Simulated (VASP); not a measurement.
Input of a VASP 6.6.1 run:

File INCAR:

```
SYSTEM = KTi
ALGO = Normal ; DIPOL = 0.5 0.5 0.500
EDIFF = 1E-6 ; ENCUT = 400
GGA = PE ; GGA_COMPAT = .FALSE.
IDIPOL = 3 ; ISIF = 2
ISMEAR = 0 ; LASPH = .TRUE.
LCHARG = .FALSE. ; LDIPOL = .TRUE.
LREAL = .FALSE. ; LWAVE = .FALSE.
NBANDS = 18 ; NELM = 120
NELMDL = -8 ; PREC = Accurate
SIGMA = 0.1
```

Contents of KPOINTS:

```
k-points
0
G
  4 4 1
  0 0 0
```

POSCAR

```
KTi
1.0
    5.7512570500      0.0000000000      0.0000000000
    0.0000000000      5.7512570500      0.0000000000
    0.0000000000      0.0000000000     14.0000000000
K Ti
1 1
Direct
    0.5000000000      0.5000000000      0.5000000000
    0.0000000000      0.0000000000      0.5000000000
```

Potentials or basis: VASP PAW PBE potentials, release 64 (K_sv, Ti_sv).

The run is started by

```sh
$ cat potpaw_PBE.64/K_sv/POTCAR potpaw_PBE.64/Ti_sv/POTCAR > POTCAR
$ mpirun -np 1 vasp_std > vasp.out
```

Question: Predict the band gap on the k mesh.

Answer: Zero (an odd number of electrons rules out a gap without spin polarisation).
